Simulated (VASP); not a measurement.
# W (a cell with a defect) in VASP: further runs, part 2 of 2

VASP 6.6.1. The steps go on from the part before.

## (3) Relaxation of the atoms, PBEsol

Input file INCAR:

```
SYSTEM = W
PREC = Accurate ; ENCUT = 520
EDIFF = 1E-6 ; ISMEAR = -1
SIGMA = 0.15 ; LREAL = Auto
LASPH = .True. ; NELM = 100
ALGO = Normal ; ISIF = 2
LWAVE = .False. ; LCHARG = .False.
GGA = PS ; IBRION = 2
NSW = 80 ; EDIFFG = -0.03
KPAR = 4
```

Input file KPOINTS:

```
Automatic mesh
0
Gamma
  3 3 3
  0 0 0
```

Input file POSCAR:

```
W
1.0
    6.3200000000      0.0000000000      0.0000000000
    0.0000000000      6.3200000000      0.0000000000
    0.0000000000      0.0000000000      6.3200000000
W
15
Direct
   -0.2500000000      0.2500000000     -0.2500000000
    0.5000000000      0.0000000000      0.0000000000
    0.0000000000      0.5000000000      0.0000000000
    0.0000000000      0.0000000000      0.5000000000
    0.2500000000      0.2500000000      0.2500000000
    0.5000000000      0.5000000000      0.0000000000
    0.5000000000      0.0000000000      0.5000000000
    0.7500000000      0.2500000000      0.2500000000
    0.0000000000      0.5000000000      0.5000000000
    0.2500000000      0.7500000000      0.2500000000
    0.2500000000      0.2500000000      0.7500000000
    0.5000000000      0.5000000000      0.5000000000
    0.7500000000      0.7500000000      0.2500000000
    0.2500000000      0.7500000000      0.7500000000
    0.7500000000      0.7500000000      0.7500000000
```

Potentials or basis: VASP PAW PBE potentials, release 64 (W_sv).

The run is started by

```console
$ cat potpaw_PBE.64/W_sv/POTCAR > POTCAR
$ mpirun -np 4 vasp_std > vasp.out
```

OUTCAR:

```text
SYSTEM = W
   PREC = Accurate
   ENCUT = 520
   EDIFF = 1E-6
   ISMEAR = -1
   LREAL = Auto
   LASPH = .True.
   NELM = 100
   ISIF = 2
   GGA = PS
   IBRION = 2
   NSW = 80
   EDIFFG = -0.03

 ion  position               nearest neighbor table
   1  0.750  0.250  0.750-   2 2.74   3 2.74   4 2.74   6 2.74   7 2.74   9 2.74  12 2.74  11 3.16
                             8 3.16  15 3.16   8 3.16  15 3.16  11 3.16
   2  0.500  0.000  0.000-   1 2.74   5 2.74   8 2.74  10 2.74  11 2.74  13 2.74  14 2.74  15 2.74
                             6 3.16   7 3.16   7 3.16   6 3.16
   3  0.000  0.500  0.000-   1 2.74   5 2.74   8 2.74  10 2.74  11 2.74  13 2.74  14 2.74  15 2.74
                             9 3.16   6 3.16   9 3.16   6 3.16
   4  0.000  0.000  0.500-   1 2.74   5 2.74   8 2.74  10 2.74  11 2.74  13 2.74  14 2.74  15 2.74
                             9 3.16   7 3.16   9 3.16   7 3.16
   5  0.250  0.250  0.250-   2 2.74   3 2.74   4 2.74   6 2.74   7 2.74   9 2.74  12 2.74  10 3.16
                            11 3.16   8 3.16  11 3.16  10 3.16   8 3.16
   6  0.500  0.500  0.000-   1 2.74   5 2.74   8 2.74  10 2.74  11 2.74  13 2.74  14 2.74  15 2.74
[... 760 lines left out ...]
  --------------------------------------------------------------------------------------
  -------------------------------------------------------------------------------------
  Total      -12.1947267    -12.1947267    -12.1947267      0.0000000     -0.0000000      0.0000000
  in kB      -77.3982998    -77.3982998    -77.3982998      0.0000000     -0.0000000      0.0000000
  external PRESSURE =     -77.3982998 kB  Pullay stress =       0.0000000 kB

 VOLUME and BASIS-vectors are now :
 -----------------------------------------------------------------------------
  energy-cutoff  :      520.00
  volume of cell :      252.44
      direct lattice vectors                 reciprocal lattice vectors
     6.320000000  0.000000000  0.000000000     0.158227848  0.000000000  0.000000000
     0.000000000  6.320000000  0.000000000     0.000000000  0.158227848  0.000000000
     0.000000000  0.000000000  6.320000000     0.000000000  0.000000000  0.158227848

 POSITION                                       TOTAL-FORCE (eV/Angst)
 -----------------------------------------------------------------------------------
      4.75348      1.56652      4.75348        -0.001743      0.001743     -0.001743
      3.16000      6.32000      0.00000        -0.000000      0.000000      0.000000
      6.32000      3.16000      0.00000        -0.000000      0.000000      0.000000
      6.32000      6.32000      3.16000        -0.000000      0.000000      0.000000
      1.56652      1.56652      1.56652         0.001743      0.001743      0.001743
      3.16000      3.16000      0.00000        -0.000000      0.000000      0.000000
      3.16000      6.32000      3.16000        -0.000000      0.000000      0.000000
      4.75348      1.56652      1.56652        -0.001743      0.001743      0.001743
      6.32000      3.16000      3.16000        -0.000000      0.000000      0.000000
      1.56652      4.75348      1.56652         0.001743     -0.001743      0.001743
      1.56652      1.56652      4.75348         0.001743      0.001743     -0.001743
      3.16000      3.16000      3.16000        -0.000000      0.000000      0.000000
      4.75348      4.75348      1.56652        -0.001743     -0.001743      0.001743
      1.56652      4.75348      4.75348         0.001743     -0.001743     -0.001743
      4.75348      4.75348      4.75348        -0.001743     -0.001743     -0.001743
 -----------------------------------------------------------------------------------
    total drift:                                0.000000     -0.000000      0.000000

  FREE ENERGIE OF THE ION-ELECTRON SYSTEM (eV)
  ---------------------------------------------------
  free  energy   TOTEN  =      -203.6404292111 eV

  energy  without entropy=     -202.9140122931  energy(sigma->0) =     -203.27722075

 reached required accuracy - stopping structural energy minimisation
```

Wall time 3.5 min (4 MPI ranks of Intel Xeon Platinum 8259CL at 2.50GHz (Skylake/Cascade Lake), shared host); peak memory 0.39 GiB.

What came out:

```
Free energy                  : -203.6404 eV
Energy gained by relaxing    : 3.0 meV/atom
Ionic steps                  : 2
Pressure after relaxing      : -7.7 GPa
Largest force after relaxing : 0.003 eV/Å
Band gap on the k mesh       : zero (bands 105 and 106 overlap by 0.01 eV)
```

Forces on the atoms (eV/Å):
```
W   -0.002  0.002 -0.002
W    0.000  0.000  0.000
W    0.000  0.000  0.000
W    0.000  0.000  0.000
W    0.002  0.002  0.002
W    0.000  0.000  0.000
W    0.000  0.000  0.000
W   -0.002  0.002  0.002
W    0.000  0.000  0.000
W    0.002 -0.002  0.002
W    0.002  0.002 -0.002
W    0.000  0.000  0.000
W   -0.002 -0.002  0.002
W    0.002 -0.002 -0.002
W   -0.002 -0.002 -0.002
```

Step by step:
```tsv
step	energy change (eV)	largest force (eV/Å)	pressure (GPa)
1	0.0000	0.4840	-7.13
2	-0.0444	0.0030	-7.74
```

Final structure:
```xyz
15
Lattice="6.3200 0.0000 0.0000 0.0000 6.3200 0.0000 0.0000 0.0000 6.3200" Properties=species:S:1:pos:R:3 pbc="T T T"
W     4.7535    1.5665    4.7535
W     3.1600    6.3200    0.0000
W     6.3200    3.1600    0.0000
W     6.3200    6.3200    3.1600
W     1.5665    1.5665    1.5665
W     3.1600    3.1600    0.0000
W     3.1600    6.3200    3.1600
W     4.7535    1.5665    1.5665
W     6.3200    3.1600    3.1600
W     1.5665    4.7535    1.5665
W     1.5665    1.5665    4.7535
W     3.1600    3.1600    3.1600
W     4.7535    4.7535    1.5665
W     1.5665    4.7535    4.7535
W     4.7535    4.7535    4.7535
```

Caveat: the PAW data sets were made with another functional, which shifts forces and pressure a little; spin-orbit coupling is left out, which moves the levels of the heavy elements.
